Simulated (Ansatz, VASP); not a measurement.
**Rh: VASP beside Ansatz**

```
CELL_PARAMETERS angstrom
0.00000 1.92675 1.92675
1.92675 0.00000 1.92675
1.92675 1.92675 0.00000
ATOMIC_POSITIONS crystal
Rh 0.00000 0.00000 0.00000
```

Alike in both runs: functional RPBE; k mesh 18 × 18 × 18; occupations gaussian, width 0.1 eV; no spin polarisation.

Ansatz relaxed the structure, and its values are those at the end. VASP's run is a single point on that final structure, the one shown.

```csv
,VASP,Ansatz
version,VASP 6.6.1,Ansatz 0.2.0
potentials or method,"VASP PAW PBE potentials, release 64 (Rh_pv), cutoff 520 eV","scalar-relativistic, plane waves, PAW"
valence electrons in the cell,15,17
```

|  | VASP | Ansatz | Ansatz less VASP |
| --- | --- | --- | --- |
| gap on the k mesh at the Fermi level (eV) | none | none | - |
| pressure (GPa) | 0.1 | 0.0 | -0.14 |

VASP's potentials were made for PBE, not for RPBE. A gap of «none» marks a metal or a gap that the smearing closes. VASP's potentials hold 15 valence electrons a cell and Ansatz's 17, so a difference there can come from the potentials and not from the codes.
